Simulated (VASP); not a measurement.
Set up this calculation in VASP 6.6.1, as the native input.

```yaml
Task: single point
Functional: PBE
Potentials_or_basis: VASP PAW PBE potentials, release 64 (Sc_sv)
Cutoff: 520 eV
k_mesh: 12 × 12 × 12
Occupations: fermi-dirac, width 0.1 eV
Spin: no spin polarisation
Dipole_correction: no
Further_INCAR_settings: ALGO = Normal; EDIFF = 1e-06; NBANDS = 12
```

The structure of Sc lies in POSCAR:

```
Sc
1.0
    2.8494561384      0.0000000000      0.0000000000
    0.0000000000      2.8494561384      0.0000000000
    0.0000000000      0.0000000000      2.8494561384
Sc
1
Direct
    0.0000000000      0.0000000000      0.0000000000
```

This isn't the form of Sc at room conditions, which is hcp.

The input as run:

INCAR

```
SYSTEM = Sc
PREC     = Accurate       ! precision mode
ENCUT    = 520            ! plane-wave cutoff, eV
EDIFF    = 1E-6           ! SCF threshold, eV
ISMEAR   = -1             ! smearing method
SIGMA    = 0.1            ! smearing width, eV
LREAL    = .False.        ! projectors in reciprocal space
LASPH    = .True.         ! aspherical terms in the spheres
NELM     = 60             ! most SCF steps
ALGO     = Normal         ! electronic algorithm
ISIF     = 2              ! what is computed and relaxed
LWAVE    = .False.        ! write WAVECAR
LCHARG   = .False.        ! write CHGCAR
GGA      = PE             ! functional
NBANDS   = 12             ! bands
```

KPOINTS

```
Automatic mesh
0
Gamma
  12 12 12
  0 0 0
```

Potentials or basis: VASP PAW PBE potentials, release 64 (Sc_sv).

The run is started by

```console
$ cat potpaw_PBE.64/Sc_sv/POTCAR > POTCAR
$ mpirun -np 1 vasp_std > vasp.out
```

It gave:

| Item | Value |
| --- | --- |
| Pressure | 5.4 GPa |
| Band gap on the k mesh | zero (an odd number of electrons rules out a gap without spin polarisation) |

Caveat: the cell stands under pressure.

It took 29 s on 1 thread of Intel Xeon 8259CL, on a shared host, peak memory 0.15 GiB.
